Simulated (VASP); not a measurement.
# Al2Cu (I4/mmm) in VASP: settings compared

Al2Cu is run at these levels: PBEsol, LDA; tasks: relaxation of cell and atoms.

Everything below comes from runs of VASP 6.6.1. Logs are shortened: lines on timing, memory, paths and dates and some standing lists are left out, and cuts for length are marked.

### Step 1. The cell of the first run

It takes space group I4/mmm (No. 139, tetragonal). The conventional cell has a = 4.061 Å, b = 4.061 Å, c = 5.702 Å, α = 90.00°, β = 90.00°, γ = 90.00°. Within 3.3 Å of Cu (site symmetry 4/mmm) lie 8 Al at 2.48 Å. Within 3.3 Å of Al (site symmetry -4m2) lie 4 Cu at 2.48 Å and 6 Al at 2.85 to 2.87 Å.

### Step 2. Relaxation of cell and atoms, PBEsol, target pressure 10 GPa, at which the enthalpy is minimised

INCAR reads:

```
PREC = Accurate ; ENCUT = 600
EDIFF = 1E-6 ; ISMEAR = -1
SIGMA = 0.05 ; LREAL = False
LASPH = True ; NELM = 60
ALGO = Normal ; ISIF = 3
LWAVE = False ; LCHARG = False
GGA = PS ; IBRION = 2
NSW = 80 ; EDIFFG = -0.005
PSTRESS = 100.0
```

KPOINTS reads:

```
regular mesh
0
Gamma
  9 9 9
```

POSCAR reads:

```
Al2Cu
1.0
   -2.0303375000      2.0303375000      2.8510940000
    2.0303375000     -2.0303375000      2.8510940000
    2.0303375000      2.0303375000     -2.8510940000
Cu Al
1 2
Direct
    0.5000000000      0.5000000000      0.0000000000
    0.2500000000      0.7500000000      0.5000000000
    0.7500000000      0.2500000000      0.5000000000
```

Potentials or basis: VASP PAW PBE potentials, release 64 (Cu, Al).

The run is started by

```console
cat potpaw_PBE.64/Cu/POTCAR potpaw_PBE.64/Al/POTCAR > POTCAR
mpirun -np 1 vasp_std > vasp.out
```

OUTCAR:

```text
PREC = Accurate
   ENCUT = 600
   EDIFF = 1E-6
   ISMEAR = -1
   LREAL = False
   LASPH = True
   NELM = 60
   ISIF = 3
   GGA = PS
   IBRION = 2
   NSW = 80
   EDIFFG = -0.005
   PSTRESS = 100.0

 ion  position               nearest neighbor table
   1  0.500  0.500  0.000-   2 2.48   3 2.48   2 2.48   3 2.48   2 2.48   3 2.48   2 2.48   3 2.48

   2  0.250  0.750  0.500-   1 2.48   1 2.48   1 2.48   1 2.48   3 2.85   3 2.85   3 2.87   3 2.87
                             3 2.87   3 2.87
   3  0.750  0.250  0.500-   1 2.48   1 2.48   1 2.48   1 2.48   2 2.85   2 2.85   2 2.87   2 2.87
                             2 2.87   2 2.87

  LATTYP: Found a body centered tetragonal cell.
 ALAT       =     4.0606750000
 C/A-ratio  =     1.4042463384

  Lattice vectors:

 A1 = (  -2.0303375000,   2.0303375000,   2.8510940000)
 A2 = (   2.0303375000,  -2.0303375000,   2.8510940000)
 A3 = (   2.0303375000,   2.0303375000,  -2.8510940000)

Analysis of symmetry for initial positions (statically):
=====================================================================
 Subroutine PRICEL returns:
 Original cell was already a primitive cell.

 Routine SETGRP: Setting up the symmetry group for a
 body centered tetragonal supercell.

 Subroutine GETGRP returns: Found 16 space group operations
 (whereof 16 operations were pure point group operations)
 out of a pool of 16 trial point group operations.

The static configuration has the point symmetry D_4h.

Analysis of symmetry for dynamics (positions and initial velocities):
=====================================================================
 Subroutine PRICEL returns:
 Original cell was already a primitive cell.

 Routine SETGRP: Setting up the symmetry group for a
 body centered tetragonal supercell.

 Subroutine GETGRP returns: Found 16 space group operations
 (whereof 16 operations were pure point group operations)
 out of a pool of 16 trial point group operations.

The dynamic configuration has the point symmetry D_4h.

 Subroutine INISYM returns: Found 16 space group operations
 (whereof 16 operations are pure point group operations),
 and found     1 'primitive' translations

----------------------------------------------------------------------------------------

                                     Primitive cell

  volume of cell :      47.0119

  direct lattice vectors                    reciprocal lattice vectors
    -2.030337500  2.030337500  2.851094000     0.000000000  0.246264476  0.175371279
     2.030337500 -2.030337500  2.851094000     0.246264476  0.000000000  0.175371279
     2.030337500  2.030337500 -2.851094000     0.246264476  0.246264476  0.000000000

  length of vectors
     4.046390703  4.046390703  4.046390703     0.302326442  0.302326442  0.348270562

  position of ions in fractional coordinates (direct lattice)
     0.500000000  0.500000000  0.000000000
     0.250000000  0.750000000  0.500000000
     0.750000000  0.250000000  0.500000000

  ion indices of the primitive-cell ions
   primitive index   ion index
                 1           1
                 2           2
                 3           3

----------------------------------------------------------------------------------------

 KPOINTS: regular mesh

Automatic generation of k-mesh.
 Grid dimensions read from file:
 generate k-points for:    9    9    9

 Generating k-lattice:

  Cartesian coordinates                     Fractional coordinates (reciprocal lattice)
     0.000000000  0.027362720  0.019485698     0.111111111  0.000000000  0.000000000
     0.027362720  0.000000000  0.019485698     0.000000000  0.111111111  0.000000000
     0.027362720  0.027362720  0.000000000     0.000000000  0.000000000  0.111111111

  Length of vectors
     0.033591827  0.033591827  0.038696729

  Shift w.r.t. Gamma in fractional coordinates (k-lattice)
     0.000000000  0.000000000  0.000000000

 Subroutine IBZKPT returns following result:
 ===========================================

 Found     75 irreducible k-points:

 Following reciprocal coordinates:
            Coordinates               Weight
  0.000000  0.000000  0.000000      1.000000
  0.111111  0.000000 -0.000000      8.000000
  0.222222  0.000000  0.000000      8.000000
  0.333333  0.000000 -0.000000      8.000000
  0.444444  0.000000  0.000000      8.000000
  0.111111  0.111111 -0.000000      8.000000
[... 16 lines left out ...]
 -0.333333  0.333333  0.000000      4.000000
  0.444444  0.444444  0.000000      8.000000
 [... further k-points ...]
   k-points           NKPTS =     75   k-points in BZ     NKDIM =     75   number of bands    NBANDS=     12
   number of dos      NEDOS =    301   number of ions     NIONS =      3
   total plane-waves  NPLWV =  32768
   dimension x,y,z NGX =    32 NGY =   32 NGZ =   32
   dimension x,y,z NGXF=    64 NGYF=   64 NGZF=   64
   ions per type =               1   2
   NGX,Y,Z   is equivalent  to a cutoff of  13.15, 13.15, 13.15 a.u.
   NGXF,Y,Z  is equivalent  to a cutoff of  26.29, 26.29, 26.29 a.u.
 SYSTEM =  unknown system
   PREC   = accura    normal or accurate (medium, high low for compatibility)
   ISTART =      0    job   : 0-new  1-cont  2-samecut
   ICHARG =      2    charge: 1-file 2-atom 10-const
   ISPIN  =      1    spin polarized calculation?
   LNONCOLLINEAR =      F non collinear calculations
   LSORBIT =      F    spin-orbit coupling
   LASPH  =      T    aspherical Exc in radial PAW
   ENCUT  =  600.0 eV  44.10 Ry    6.64 a.u.   8.08  8.08  8.08*2*pi/ulx,y,z
   NELM   =     60;   NELMIN=  2; NELMDL= -5     # of ELM steps
   EDIFF  = 0.1E-05   stopping-criterion for ELM
   LREAL  =      F    real-space projection
   EDIFFG = -.5E-02   stopping-criterion for IOM
   NSW    =     80    number of steps for IOM
   IBRION =      2    ionic relax: 0-MD 1-quasi-New 2-CG
   NFREE  =      1    steps in history (QN), initial steepest desc. (CG)
   ISIF   =      3    stress and relaxation
   ISYM   =      2    0-nonsym 1-usesym 2-fastsym
   POTIM  = 0.5000    time-step for ionic-motion
   TEBEG  =    0.0;   TEEND  =   0.0 temperature during run
   PSTRESS=  100.0 pullay stress
   NELECT =      17.0000    total number of electrons
   NUPDOWN=      -1.0000    fix difference up-down
   EMIN   =  10.00;   EMAX   =-10.00  energy-range for DOS
   EFERMI =   0.00;   METHOD = LEGACY
   ISMEAR =    -1;   SIGMA  =   0.05  broadening in eV -4-tet -1-fermi 0-gaus
   EFERMI_NEDOS =   21; number of points for ismear=-14 and -15
   IALGO  =     38    algorithm
   IMIX   =      4    mixing-type and parameters
     AMIX     =   0.40;   BMIX     =  1.00
     AMIX_MAG =   1.60;   BMIX_MAG =  1.00
  volume/ion in A,a.u.               =      15.67       105.75
  Fermi-wavevector in a.u.,A,eV,Ry     =   1.166331  2.204046 18.508385  1.360328
  Thomas-Fermi vector in A             =   2.302845
   LORBIT       =      0    0 simple, 1 ext, 2 COOP (PROOUT), +10 PAW based schemes
   GGA     = PS    functional components
   LHFCALC =     F    Hartree Fock is set to
   AEXX    =    0.0000 exact exchange contribution
   IVDW    =     0    specifies the selected vdW correction
   LEPSILON=     F    determine dielectric tensor
   LRPA    =     F    only Hartree local field effects (RPA)
 conjugate gradient relaxation of ions
 non-spin polarized calculation
  energy-cutoff  :      600.00
  volume of cell :       47.01
 maximum number of plane-waves:      1592
   NGX = 17   NGY = 17   NGZ = 17

--------------------------------------- Ionic step        1  -------------------------------------------

 number of electron      17.0000011 magnetization

 Free energy of the ion-electron system (eV)
  ---------------------------------------------------
  ext. energy  EPLUGINS =         0.00000000
  ---------------------------------------------------
  free energy    TOTEN  =       -13.00650580 eV

  energy without entropy =      -12.99349987  energy(sigma->0) =      -13.00000283

------------------------ aborting loop because EDIFF is reached ----------------------------------------

  FORCE on cell =-STRESS in cart. coord.  units (eV):
  Direction    XX          YY          ZZ          XY          YZ          ZX
  --------------------------------------------------------------------------------------
  -------------------------------------------------------------------------------------
  Total        0.0494173      0.0494173      0.0960852      0.0000000      0.0000000     -0.0000000
  in kB        1.6841538      1.6841538      3.2746068      0.0000000      0.0000000     -0.0000000
  external PRESSURE =     -97.7856952 kB  Pullay stress =     100.0000000 kB
[... 96 lines left out ...]
  FREE ENERGIE OF THE ION-ELECTRON SYSTEM (eV)
  ---------------------------------------------------
  free  energy   TOTEN  =       -12.9015117351 eV

  energy  without entropy=      -12.8886809086  energy(sigma->0) =      -12.89509632

  enthalpy is  TOTEN    =       -10.1896920457 eV   P V=        2.7118196894

[... ionic steps 4 to 13 ...]

--------------------------------------- Ionic step       14  -------------------------------------------

 number of electron      16.9999988 magnetization

------------------------ aborting loop because EDIFF is reached ----------------------------------------

  FORCE on cell =-STRESS in cart. coord.  units (eV):
  Direction    XX          YY          ZZ          XY          YZ          ZX
  --------------------------------------------------------------------------------------
  -------------------------------------------------------------------------------------
  Total        2.7032651      2.7032651      2.7380933      0.0000000     -0.0000000     -0.0000000
  in kB       99.7471417     99.7471417    101.0322609      0.0000000     -0.0000000     -0.0000000
  external PRESSURE =       0.1755148 kB  Pullay stress =     100.0000000 kB
[... 63 lines left out ...]
  enthalpy is  TOTEN    =       -10.1897137203 eV   P V=        2.7101304907

--------------------------------------- Ionic step       16  -------------------------------------------

 number of electron      16.9999988 magnetization

 Free energy of the ion-electron system (eV)
  ---------------------------------------------------
  ext. energy  EPLUGINS =         0.00000000
  ---------------------------------------------------
  free energy    TOTEN  =       -12.89990217 eV

  energy without entropy =      -12.88688300  energy(sigma->0) =      -12.89339259

 E-fermi :   7.8954     XC(G=0): -10.9657

 val. band max:        7.8945595741   @ k =  -0.4444   0.1111   0.0000
 cond. band min:       7.9776491845   @ k =  -0.1111  -0.3333   0.1111
 fundamental gap:      0.0830896104
 Fermi energy:         7.8953934121

 k-point     1 :       0.0000    0.0000    0.0000
  band No.  band energies     occupation
      1      -2.8877      2.00000
      2       2.9638      2.00000
      3       2.9677      2.00000
      4       2.9677      2.00000
      5       3.5721      2.00000
      6       3.5792      2.00000
      7      10.8250      0.00000
      8      10.8250      0.00000
      9      10.8615      0.00000
     10      11.1111      0.00000
     11      11.1670      0.00000
     12      11.1670      0.00000
[... 331 lines left out ...]
 k-point    24 :       0.4444    0.4444    0.0000
  band No.  band energies     occupation
      1       1.5656      2.00000
      2       1.7270      2.00000
      3       2.3629      2.00000
      4       3.5037      2.00000
      5       3.5784      2.00000
      6       3.7204      2.00000
      7       3.7799      2.00000
      8       5.2074      2.00000
      9       5.9476      2.00000
     10       8.9661      0.00000
     11      10.1280      0.00000
     12      16.3503      0.00000

 [... further k-points ...]

------------------------ aborting loop because EDIFF is reached ----------------------------------------

  FORCE on cell =-STRESS in cart. coord.  units (eV):
  Direction    XX          YY          ZZ          XY          YZ          ZX
  --------------------------------------------------------------------------------------
  -------------------------------------------------------------------------------------
  Total        2.6978600      2.6978600      2.7220959      0.0000000      0.0000000      0.0000000
  in kB       99.5458948     99.5458948    100.4401544      0.0000000      0.0000000      0.0000000
  external PRESSURE =      -0.1560187 kB  Pullay stress =     100.0000000 kB
[... 18 lines left out ...]
  FREE ENERGIE OF THE ION-ELECTRON SYSTEM (eV)
  ---------------------------------------------------
  free  energy   TOTEN  =       -12.8999021721 eV

  energy  without entropy=      -12.8868829995  energy(sigma->0) =      -12.89339259

  enthalpy is  TOTEN    =       -10.1897351606 eV   P V=        2.7101670115

 reached required accuracy - stopping structural energy minimisation
```

It took 2.2 min on 1 thread of Intel Xeon 6975P-C (Granite Rapids), shared host; peak memory 0.23 GiB.

What came out:

```
Free energy                                                : -12.8999 eV
Relaxed volume                                             : 14.47 Å³/atom
Relaxed cell                                               : a = 3.942 Å, b = 3.942 Å, c = 3.942 Å, α = 119.84°, β = 119.84°, γ = 90.28°
Space group after relaxing (to 0.1 Å)                      : Fm-3m (No. 225)
Energy change on relaxing (the run minimises the enthalpy) : +35.5 meV/atom
Ionic steps                                                : 16
Pressure after relaxing                                    : 10.0 GPa
Band gap on the k mesh                                     : zero (an odd number of electrons rules out a gap without spin polarisation)
```

The path:
| step | energy change (eV) | largest force (eV/Å) | pressure (GPa) | volume (Å³) |
| --- | --- | --- | --- | --- |
| 1 | 0.0000 | 0.0000 | 0.22 | 47.01 |
| 2 | 0.3496 | 0.0000 | 20.15 | 40.80 |
| 3 | 0.1050 | 0.0000 | 9.75 | 43.45 |
| 4 | 0.1093 | 0.0000 | 10.18 | 43.38 |
| 5 | 0.1035 | 0.0000 | 9.80 | 43.47 |
| 6 | 0.1062 | 0.0000 | 9.94 | 43.43 |
| 7 | 0.1066 | 0.0000 | 9.99 | 43.42 |
| 8 | 0.1065 | 0.0000 | 9.81 | 43.42 |
| 9 | 0.1117 | 0.0000 | 10.30 | 43.34 |
| 10 | 0.1078 | 0.0000 | 10.12 | 43.40 |
| 11 | 0.1074 | 0.0000 | 10.07 | 43.41 |
| 12 | 0.1071 | 0.0000 | 10.05 | 43.41 |
| 13 | 0.1068 | 0.0000 | 10.03 | 43.42 |
| 14 | 0.1067 | 0.0000 | 10.02 | 43.42 |
| 15 | 0.1067 | 0.0000 | 9.99 | 43.42 |
| 16 | 0.1066 | 0.0000 | 9.98 | 43.42 |

Final structure:
```cif
data_structure
_symmetry_space_group_name_H-M 'P 1'
_symmetry_Int_Tables_number 1
_cell_length_a 3.9421
_cell_length_b 3.9421
_cell_length_c 3.9421
_cell_angle_alpha 119.839
_cell_angle_beta 119.839
_cell_angle_gamma 90.279
_cell_volume 43.42
loop_
_atom_site_label
_atom_site_type_symbol
_atom_site_fract_x
_atom_site_fract_y
_atom_site_fract_z
_atom_site_occupancy
Cu1 Cu 0.50000 0.50000 0.00000 1
Al1 Al 0.25000 0.75000 0.50000 1
Al2 Al 0.75000 0.25000 0.50000 1
```

Levels at points of the mesh, in eV from the Fermi level:
```csv
k point,band 5,band 6,band 7,band 8,band 9,band 10,band 11,band 12
"(0.00, 0.00, 0.00)",-4.32,-4.32,2.93,2.93,2.97,3.22,3.27,3.27
```

Caveat: the cell is relaxed towards a set pressure, so the run minimises the enthalpy, not the energy; the PAW data sets were made with another functional, which shifts forces and pressure a little.

### Step 3. Relaxation of cell and atoms, PBEsol, target pressure 20 GPa, at which the enthalpy is minimised

INCAR reads:

```
SYSTEM = Al2Cu
PREC = Accurate
ENCUT = 600
EDIFF = 1E-6
ISMEAR = -1
SIGMA = 0.05
LREAL = .FALSE.
LASPH = .TRUE.
NELM = 100
ALGO = Normal
ISIF = 3
LWAVE = .FALSE.
LCHARG = .FALSE.
GGA = PS
IBRION = 2
NSW = 80
EDIFFG = -0.005
PSTRESS = 200.0
```

KPOINTS reads:

```
Automatic mesh
0
G
  9 9 9
  0 0 0
```

POSCAR is that of step 2.

Potentials or basis: VASP PAW PBE potentials, release 64 (Cu, Al).

The run is started by

```console
cat potpaw_PBE.64/Cu/POTCAR potpaw_PBE.64/Al/POTCAR > POTCAR
mpirun -np 1 vasp_std > vasp.out
```

It took 85 s on 1 thread of Intel Xeon 6975P-C (Granite Rapids), shared host; peak memory 0.23 GiB.

It converged, with:

| Quantity | Value |
| --- | --- |
| Free energy | -12.6644 eV |
| Relaxed volume | 13.62 Å³/atom |
| Relaxed cell | a = 3.862 Å, b = 3.862 Å, c = 3.862 Å, α = 119.78°, β = 119.78°, γ = 90.37° |
| Space group after relaxing (to 0.1 Å) | Fm-3m (No. 225) |
| Energy change on relaxing (the run minimises the enthalpy) | +114.0 meV/atom |
| Ionic steps | 8 |
| Pressure after relaxing | 20.0 GPa |
| Band gap on the k mesh | zero (an odd number of electrons rules out a gap without spin polarisation) |

Stress tensor (GPa, compression positive):
```
19.95  0.00  0.00
 0.00 19.95  0.00
 0.00  0.00 20.05
```

Step by step:
| step | energy change (eV) | largest force (eV/Å) | pressure (GPa) | volume (Å³) |
| --- | --- | --- | --- | --- |
| 1 | 0.0000 | 0.0000 | 0.22 | 47.01 |
| 2 | 1.6704 | 0.0000 | 57.30 | 35.04 |
| 3 | 0.3203 | 0.0000 | 19.09 | 41.04 |
| 4 | 0.3415 | 0.0000 | 20.00 | 40.86 |
| 5 | 0.3563 | 0.0000 | 20.52 | 40.75 |
| 6 | 0.3271 | 0.0000 | 19.35 | 40.98 |
| 7 | 0.3435 | 0.0000 | 20.05 | 40.85 |
| 8 | 0.3421 | 0.0000 | 19.98 | 40.86 |

Final structure:
```yaml
crystal:
  lattice:
    - [-1.93724, 1.93724, 2.72189]
    - [1.93724, -1.93724, 2.72189]
    - [1.93724, 1.93724, -2.72189]
  atoms:
    - { symbol: Cu, position: [0.50000, 0.50000, 0.00000] }
    - { symbol: Al, position: [0.25000, 0.75000, 0.50000] }
    - { symbol: Al, position: [0.75000, 0.25000, 0.50000] }
```

Levels at points of the mesh, in eV from the Fermi level:
| k point | band 7 | band 8 | band 9 | band 10 | band 11 | band 12 |
| --- | --- | --- | --- | --- | --- | --- |
| (0.00, 0.00, 0.00) | 2.93 | 2.93 | 2.98 | 3.42 | 3.50 | 3.50 |

Caveat: the cell is relaxed towards a set pressure, so the run minimises the enthalpy, not the energy; the PAW data sets were made with another functional, which shifts forces and pressure a little.

### Step 4. Relaxation of cell and atoms, PBEsol, target pressure 30 GPa, at which the enthalpy is minimised

INCAR reads:

```
SYSTEM = Al2Cu
  PREC = Accurate
  ENCUT = 600
  EDIFF = 1E-7
  ISMEAR = -1
  SIGMA = 0.05
  LREAL = .False.
  LASPH = .True.
  NELM = 100
  ALGO = Normal
  ISIF = 3
  LWAVE = .False.
  LCHARG = .False.
  GGA = PS
  IBRION = 2
  NSW = 80
  EDIFFG = -0.005
  PSTRESS = 300.0
```

KPOINTS reads:

```
regular mesh
0
Gamma
  9 9 9
  0 0 0
```

POSCAR is that of step 3.

The run is started by

```console
cat potpaw_PBE.64/Cu/POTCAR potpaw_PBE.64/Al/POTCAR > POTCAR
mpirun -np 1 vasp_std > vasp.out
```

It took 92 s on 1 thread of Intel Xeon 6975P-C (Granite Rapids), shared host; peak memory 0.23 GiB.

Results (log left out):

* Free energy: -12.3568 eV
* Relaxed volume: 12.96 Å³/atom
* Relaxed cell: a = 3.798 Å, b = 3.798 Å, c = 3.798 Å, α = 119.78°, β = 119.78°, γ = 90.38°
* Space group after relaxing (to 0.1 Å): Fm-3m (No. 225)
* Energy change on relaxing (the run minimises the enthalpy): +216.6 meV/atom
* Ionic steps: 7
* Pressure after relaxing: 30.0 GPa
* Band gap on the k mesh: zero (an odd number of electrons rules out a gap without spin polarisation)

The path:
| step | energy change (eV) | largest force (eV/Å) | pressure (GPa) | volume (Å³) |
| --- | --- | --- | --- | --- |
| 1 | 0.0000 | 0.0000 | 0.18 | 47.01 |
| 2 | 4.5020 | 0.0000 | 124.02 | 29.83 |
| 3 | 0.5570 | 0.0000 | 27.13 | 39.39 |
| 4 | 0.6283 | 0.0000 | 29.52 | 38.99 |
| 5 | 0.6562 | 0.0000 | 30.21 | 38.84 |
| 6 | 0.6402 | 0.0000 | 29.67 | 38.92 |
| 7 | 0.6497 | 0.0000 | 29.99 | 38.87 |

Final structure:
```cif
data_structure
_symmetry_space_group_name_H-M 'P 1'
_symmetry_Int_Tables_number 1
_cell_length_a 3.7981
_cell_length_b 3.7981
_cell_length_c 3.7981
_cell_angle_alpha 119.780
_cell_angle_beta 119.780
_cell_angle_gamma 90.381
_cell_volume 38.87
loop_
_atom_site_label
_atom_site_type_symbol
_atom_site_fract_x
_atom_site_fract_y
_atom_site_fract_z
_atom_site_occupancy
Cu1 Cu 0.50000 0.50000 0.00000 1
Al1 Al 0.25000 0.75000 0.50000 1
Al2 Al 0.75000 0.25000 0.50000 1
```

Levels at points of the mesh, in eV from the Fermi level:
```tsv
k point	band 5	band 6	band 7	band 8	band 9	band 10	band 11	band 12
(0.00, 0.00, 0.00)	-4.77	-4.76	2.94	2.94	2.99	3.62	3.70	3.70
```

Caveat: the cell is relaxed towards a set pressure, so the run minimises the enthalpy, not the energy; the volume moved by over 15 % at a fixed basis, so the end points are rough; the PAW data sets were made with another functional, which shifts forces and pressure a little.

[end of part 1 of 2]
